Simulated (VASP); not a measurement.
# Al2Pt in VASP: settings compared

Al2Pt is run at these levels: LDA, PBE; tasks: single point.

Everything below comes from runs of VASP 6.6.1. Logs are shortened: lines on timing, memory, paths and dates and some standing lists are left out, and cuts for length are marked.

## 1. The cell of the first run

The cell holds a slab with vacuum, 9 atoms: a = 4.205 Å, b = 4.205 Å, c = 23.583 Å, α = 90.00°, β = 90.00°, γ = 120.00°.

## 2. Single point, LDA

Input file INCAR:

```
  ALGO = Normal
  DIPOL = 0.5 0.5 0.500
  EDIFF = 1E-6
  ENCUT = 520
  GGA = CA
  IDIPOL = 3
  ISIF = 2
  ISMEAR = 0
  LASPH = True
  LCHARG = False
  LDIPOL = True
  LREAL = False
  LWAVE = False
  NBANDS = 34
  NELM = 80
  PREC = Accurate
  SIGMA = 0.1
```

Input file KPOINTS:

```
k-points
0
Gamma
  9 9 1
```

Input file POSCAR:

```
Al2Pt
1.0
    4.2047455503      0.0000000000      0.0000000000
   -2.1023727751      3.6414164630      0.0000000000
    0.0000000000      0.0000000000     23.5829009136
Al Pt
6 3
Direct
    0.0000000000      0.0000000000      0.3180270327
    0.3333333333      0.6666666667      0.3908162196
    0.6666666667      0.3333333333      0.4636054065
    0.0000000000      0.0000000000      0.5363945935
    0.3333333333      0.6666666667      0.6091837804
    0.6666666667      0.3333333333      0.6819729673
    0.6666666667      0.3333333333      0.3544216262
    0.3333333333      0.6666666667      0.5000000000
    0.0000000000      0.0000000000      0.6455783738
```

Potentials or basis: VASP PAW LDA potentials, release 64 (Al, Pt).

Started as:

```
cat potpaw_LDA.64/Al/POTCAR potpaw_LDA.64/Pt/POTCAR > POTCAR
mpirun -np 1 vasp_std > vasp.out
```

OUTCAR:

```text
EDIFF = 1E-6
   ENCUT = 520
   GGA = CA
   ISIF = 2
   ISMEAR = 0
   LASPH = True
   LREAL = False
   NELM = 80
   PREC = Accurate

 ion  position               nearest neighbor table
   1  0.000  0.000  0.318-   7 2.57   7 2.57   7 2.57   2 2.97   2 2.97   2 2.97
   2  0.333  0.667  0.391-   7 2.57   7 2.57   7 2.57   8 2.57   1 2.97   3 2.97   3 2.97   1 2.97
                             1 2.97   3 2.97
   3  0.667  0.333  0.464-   7 2.57   8 2.57   8 2.57   8 2.57   2 2.97   2 2.97   2 2.97   4 2.97
                             4 2.97   4 2.97
   4  0.000  0.000  0.536-   9 2.57   8 2.57   8 2.57   8 2.57   5 2.97   5 2.97   5 2.97   3 2.97
                             3 2.97   3 2.97
   5  0.333  0.667  0.609-   9 2.57   9 2.57   9 2.57   8 2.57   4 2.97   6 2.97   6 2.97   4 2.97
                             4 2.97   6 2.97
   6  0.667  0.333  0.682-   9 2.57   9 2.57   9 2.57   5 2.97   5 2.97   5 2.97
   7  0.667  0.333  0.354-   3 2.57   2 2.57   2 2.57   2 2.57   1 2.57   1 2.57   1 2.57
   8  0.333  0.667  0.500-   4 2.57   3 2.57   3 2.57   4 2.57   2 2.57   5 2.57   4 2.57   3 2.57

   9  0.000  0.000  0.646-   4 2.57   5 2.57   5 2.57   5 2.57   6 2.57   6 2.57   6 2.57

  LATTYP: Found a hexagonal cell.
 ALAT       =     4.2047455503
 C/A-ratio  =     5.6086392462

  Lattice vectors:

 A1 = (   4.2047455503,   0.0000000000,   0.0000000000)
 A2 = (  -2.1023727751,   3.6414164630,   0.0000000000)
 A3 = (   0.0000000000,   0.0000000000,  23.5829009136)

Analysis of symmetry for initial positions (statically):
=====================================================================
 Subroutine PRICEL returns:
 Original cell was already a primitive cell.

 Routine SETGRP: Setting up the symmetry group for a
 hexagonal supercell.

 Subroutine GETGRP returns: Found 12 space group operations
 (whereof  6 operations were pure point group operations)
 out of a pool of 24 trial point group operations.

The static configuration has the point symmetry C_3v.
 The point group associated with its full space group is D_3d.

Analysis of symmetry for dynamics (positions and initial velocities):
=====================================================================
 Subroutine PRICEL returns:
 Original cell was already a primitive cell.

 Routine SETGRP: Setting up the symmetry group for a
 hexagonal supercell.

 Subroutine GETGRP returns: Found 12 space group operations
 (whereof  6 operations were pure point group operations)
 out of a pool of 24 trial point group operations.

The dynamic configuration has the point symmetry C_3v.
 The point group associated with its full space group is D_3d.

 Subroutine INISYM returns: Found 12 space group operations
 (whereof  6 operations are pure point group operations),
 and found     1 'primitive' translations

----------------------------------------------------------------------------------------

                                     Primitive cell

  volume of cell :     361.0832

  direct lattice vectors                    reciprocal lattice vectors
     4.204745550  0.000000000  0.000000000     0.237826520  0.137309205  0.000000000
    -2.102372775  3.641416463  0.000000000     0.000000000  0.274618410  0.000000000
     0.000000000  0.000000000 23.582900914     0.000000000  0.000000000  0.042403604

  length of vectors
     4.204745550  4.204745550 23.582900914     0.274618410  0.274618410  0.042403604

  position of ions in fractional coordinates (direct lattice)
     0.000000000  0.000000000  0.318027033
     0.333333333  0.666666667  0.390816220
     0.666666667  0.333333333  0.463605407
     0.000000000  0.000000000  0.536394593
     0.333333333  0.666666667  0.609183780
     0.666666667  0.333333333  0.681972967
     0.666666667  0.333333333  0.354421626
     0.333333333  0.666666667  0.500000000
     0.000000000  0.000000000  0.645578374

  ion indices of the primitive-cell ions
   primitive index   ion index
                 1           1
                 2           2
                 3           3
                 4           4
                 5           5
                 6           6
                 7           7
                 8           8
                 9           9

----------------------------------------------------------------------------------------

 KPOINTS: k-points

Automatic generation of k-mesh.
 Grid dimensions read from file:
 generate k-points for:    9    9    1

 Generating k-lattice:

  Cartesian coordinates                     Fractional coordinates (reciprocal lattice)
     0.026425169  0.015256578  0.000000000     0.111111111 -0.000000000  0.000000000
     0.000000000  0.030513157  0.000000000     0.000000000  0.111111111  0.000000000
     0.000000000  0.000000000  0.042403604     0.000000000  0.000000000  1.000000000

  Length of vectors
     0.030513157  0.030513157  0.042403604

  Shift w.r.t. Gamma in fractional coordinates (k-lattice)
     0.000000000  0.000000000  0.000000000

 Subroutine IBZKPT returns following result:
 ===========================================

 Found     12 irreducible k-points:

 Following reciprocal coordinates:
            Coordinates               Weight
  0.000000  0.000000  0.000000      1.000000
  0.111111  0.000000  0.000000      6.000000
  0.222222  0.000000  0.000000      6.000000
  0.333333  0.000000  0.000000      6.000000
  0.444444  0.000000  0.000000      6.000000
  0.111111  0.111111  0.000000      6.000000
  0.222222  0.111111  0.000000     12.000000
  0.333333  0.111111  0.000000     12.000000
  0.444444  0.111111  0.000000      6.000000
  0.222222  0.222222  0.000000      6.000000
  0.333333  0.222222  0.000000     12.000000
  0.333333  0.333333  0.000000      2.000000
   k-points           NKPTS =     12   k-points in BZ     NKDIM =     12   number of bands    NBANDS=     34
   number of dos      NEDOS =    301   number of ions     NIONS =      9
   total plane-waves  NPLWV = 184320
   dimension x,y,z NGX =    32 NGY =   32 NGZ =  180
   dimension x,y,z NGXF=    64 NGYF=   64 NGZF=  360
   ions per type =               6   3
   NGX,Y,Z   is equivalent  to a cutoff of  12.65, 12.65, 12.69 a.u.
   NGXF,Y,Z  is equivalent  to a cutoff of  25.30, 25.30, 25.38 a.u.
 SYSTEM =  unknown system
   PREC   = accura    normal or accurate (medium, high low for compatibility)
   ISTART =      0    job   : 0-new  1-cont  2-samecut
   ICHARG =      2    charge: 1-file 2-atom 10-const
   ISPIN  =      1    spin polarized calculation?
   LNONCOLLINEAR =      F non collinear calculations
   LSORBIT =      F    spin-orbit coupling
   LASPH  =      T    aspherical Exc in radial PAW
   ENCUT  =  520.0 eV  38.22 Ry    6.18 a.u.   7.82  7.82 43.85*2*pi/ulx,y,z
   NELM   =     80;   NELMIN=  2; NELMDL= -5     # of ELM steps
   EDIFF  = 0.1E-05   stopping-criterion for ELM
   LREAL  =      F    real-space projection
   EDIFFG = 0.1E-04   stopping-criterion for IOM
   NSW    =      0    number of steps for IOM
   IBRION =     -1    ionic relax: 0-MD 1-quasi-New 2-CG
   NFREE  =      0    steps in history (QN), initial steepest desc. (CG)
   ISIF   =      2    stress and relaxation
   ISYM   =      2    0-nonsym 1-usesym 2-fastsym
   POTIM  = 0.5000    time-step for ionic-motion
   TEBEG  =    0.0;   TEEND  =   0.0 temperature during run
   PSTRESS=    0.0 pullay stress
   NELECT =      48.0000    total number of electrons
   NUPDOWN=      -1.0000    fix difference up-down
   EMIN   =  10.00;   EMAX   =-10.00  energy-range for DOS
   EFERMI =   0.00;   METHOD = LEGACY
   ISMEAR =     0;   SIGMA  =   0.10  broadening in eV -4-tet -1-fermi 0-gaus
   EFERMI_NEDOS =   21; number of points for ismear=-14 and -15
   IALGO  =     38    algorithm
   IMIX   =      4    mixing-type and parameters
     AMIX     =   0.40;   BMIX     =  1.00
     AMIX_MAG =   1.60;   BMIX_MAG =  1.00
  volume/ion in A,a.u.               =      40.12       270.75
  Fermi-wavevector in a.u.,A,eV,Ry     =   0.835512  1.578889  9.497964  0.698081
  Thomas-Fermi vector in A             =   1.949083
   LORBIT       =      0    0 simple, 1 ext, 2 COOP (PROOUT), +10 PAW based schemes
   GGA     = CA    functional components
   LHFCALC =     F    Hartree Fock is set to
   AEXX    =    0.0000 exact exchange contribution
   IVDW    =     0    specifies the selected vdW correction
   LEPSILON=     F    determine dielectric tensor
   LRPA    =     F    only Hartree local field effects (RPA)
 non-spin polarized calculation
 Gauss-broadening in eV      SIGMA  =   0.10
  energy-cutoff  :      520.00
  volume of cell :      361.08
 maximum number of plane-waves:      9750
 NGX is ok and might be reduce to    32
   NGX = 15   NGY = 15   NGZ = 87

 dipolmoment           0.000000      0.000000     -0.000000 electrons x Angstroem

 number of electron      47.9999999 magnetization

 dipolmoment           0.000000      0.000000      0.000001 electrons x Angstroem

 Free energy of the ion-electron system (eV)
  ---------------------------------------------------
  ext. energy  EPLUGINS =         0.00000000
  ---------------------------------------------------
  free energy    TOTEN  =       -52.87878247 eV

  energy without entropy =      -52.86789221  energy(sigma->0) =      -52.87333734

 E-fermi :   0.9489     XC(G=0):  -5.5189

 val. band max:        0.8597720896   @ k =   0.4444   0.0000   0.0000
 cond. band min:       0.9490579229   @ k =   0.4444   0.1111   0.0000
 fundamental gap:      0.0892858333
 Fermi energy:         0.9489489033

 k-point     1 :       0.0000    0.0000    0.0000
  band No.  band energies     occupation
      1      -8.8986      2.00000
      2      -8.0460      2.00000
      3      -7.1765      2.00000
      4      -4.6729      2.00000
      5      -4.2979      2.00000
      6      -3.9748      2.00000
[... 26 lines left out ...]
     33       5.2162      0.00000
     34       6.0759      0.00000
[... 376 lines left out ...]
      4      -4.9516      2.00000
      5      -4.6420      2.00000
      6      -4.6420      2.00000
[... 26 lines left out ...]
     33       5.4029      0.00000
     34       6.8980      0.00000

------------------------ aborting loop because EDIFF is reached ----------------------------------------

 vacuum level on the upper side and lower side of the slab       (xc-potential included)        -0.116        -0.116

  FORCE on cell =-STRESS in cart. coord.  units (eV):
  Direction    XX          YY          ZZ          XY          YZ          ZX
  --------------------------------------------------------------------------------------
  -------------------------------------------------------------------------------------
  Total       -8.3159590     -8.3159590     -7.9359316     -0.0000000      0.0000000      0.0000000
  in kB      -36.8990875    -36.8990875    -35.2128519     -0.0000000      0.0000000      0.0000000
  external PRESSURE =     -36.3370090 kB  Pullay stress =       0.0000000 kB

 VOLUME and BASIS-vectors are now :
 -----------------------------------------------------------------------------
  energy-cutoff  :      520.00
  volume of cell :      361.08
      direct lattice vectors                 reciprocal lattice vectors
     4.204745550  0.000000000  0.000000000     0.237826520  0.137309205  0.000000000
    -2.102372775  3.641416463  0.000000000     0.000000000  0.274618410  0.000000000
     0.000000000  0.000000000 23.582900914     0.000000000  0.000000000  0.042403604

 POSITION                                       TOTAL-FORCE (eV/Angst)
 -----------------------------------------------------------------------------------
      0.00000      0.00000      7.50000        -0.000000     -0.000000      1.003615
     -0.00000      2.42761      9.21658         0.000000     -0.000000     -0.188412
      2.10237      1.21381     10.93316        -0.000000     -0.000000     -0.152908
      0.00000      0.00000     12.64974         0.000000     -0.000000      0.152908
     -0.00000      2.42761     14.36632        -0.000000     -0.000000      0.188412
      2.10237      1.21381     16.08290        -0.000000      0.000000     -1.003615
      2.10237      1.21381      8.35829        -0.000000     -0.000000      0.074957
     -0.00000      2.42761     11.79145         0.000000     -0.000000      0.000000
      0.00000      0.00000     15.22461         0.000000      0.000000     -0.074957
 -----------------------------------------------------------------------------------
    total drift:                               -0.000000      0.000000      0.000035

  FREE ENERGIE OF THE ION-ELECTRON SYSTEM (eV)
  ---------------------------------------------------
  free  energy   TOTEN  =       -52.8787824679 eV

  energy  without entropy=      -52.8678922069  energy(sigma->0) =      -52.87333734

 vacuum level on the upper side and lower side of the slab         5.086         5.086
```

Run time: 2.9 min. Hardware: 1 thread of Intel Xeon 6975P-C (Granite Rapids), shared host; peak memory 0.41 GiB.

Results:

- Free energy: -52.8788 eV
- Largest force: 1.004 eV/Å
- Band gap on the k mesh: zero (band 24 reaches 3.57 eV, above the bottom of band 25 at 0.39 eV)

Forces in eV/Å, atoms in the order of the input:
```
Al   0.000  0.000  1.004
Al   0.000  0.000 -0.188
Al   0.000  0.000 -0.153
Al   0.000  0.000  0.153
Al   0.000  0.000  0.188
Al   0.000  0.000 -1.004
Pt   0.000  0.000  0.075
Pt   0.000  0.000  0.000
Pt   0.000  0.000 -0.075
```

Caveat: spin-orbit coupling is left out, which moves the levels of the heavy elements.

## 3. Single point, PBE

Input file INCAR:

```
SYSTEM = Al2Pt
ALGO = Normal ; DIPOL = 0.5 0.5 0.500
EDIFF = 1E-7 ; ENCUT = 520
GGA = PE ; IDIPOL = 3
ISIF = 2 ; ISMEAR = 0
LASPH = .True. ; LCHARG = .True.
LDIPOL = .True. ; LELF = .True.
LREAL = .False. ; LVACPOTAV = .True.
LVHAR = .True. ; LWAVE = .False.
NBANDS = 34 ; NELM = 100
PREC = Accurate ; SIGMA = 0.1
```

Input file KPOINTS:

```
k-points
0
Gamma
  9 9 1
  0 0 0
```

POSCAR is that of step 2.

Potentials or basis: VASP PAW PBE potentials, release 64 (Al, Pt).

Started as:

```
cat potpaw_PBE.64/Al/POTCAR potpaw_PBE.64/Pt/POTCAR > POTCAR
mpirun -np 1 vasp_std > vasp.out
```

Wall time 2.4 min (1 thread of Intel Xeon 6975P-C (Granite Rapids), shared host); peak memory 0.5 GiB.

The run converged. Its results:

- Free energy: -46.4311 eV
- Largest force: 0.743 eV/Å
- Band gap on the k mesh: zero (band 24 reaches 3.78 eV, above the bottom of band 25 at 0.58 eV)

Forces in eV/Å, atoms in the order of the input:
```
Al   0.000  0.000  0.743
Al   0.000  0.000 -0.202
Al   0.000  0.000 -0.155
Al   0.000  0.000  0.155
Al   0.000  0.000  0.202
Al   0.000  0.000 -0.743
Pt   0.000  0.000 -0.194
Pt   0.000  0.000  0.000
Pt   0.000  0.000  0.194
```

Levels at points of the mesh, in eV from the Fermi level:
| k point | band 22 | band 23 | band 24 | band 25 | band 26 | band 27 |
| --- | --- | --- | --- | --- | --- | --- |
| (0.00, 0.00, 0.00) | 1.47 | 1.47 | 2.63 | 2.63 | 2.69 | 3.15 |

Caveat: spin-orbit coupling is left out, which moves the levels of the heavy elements.

(Continued in part 2 of 2.)
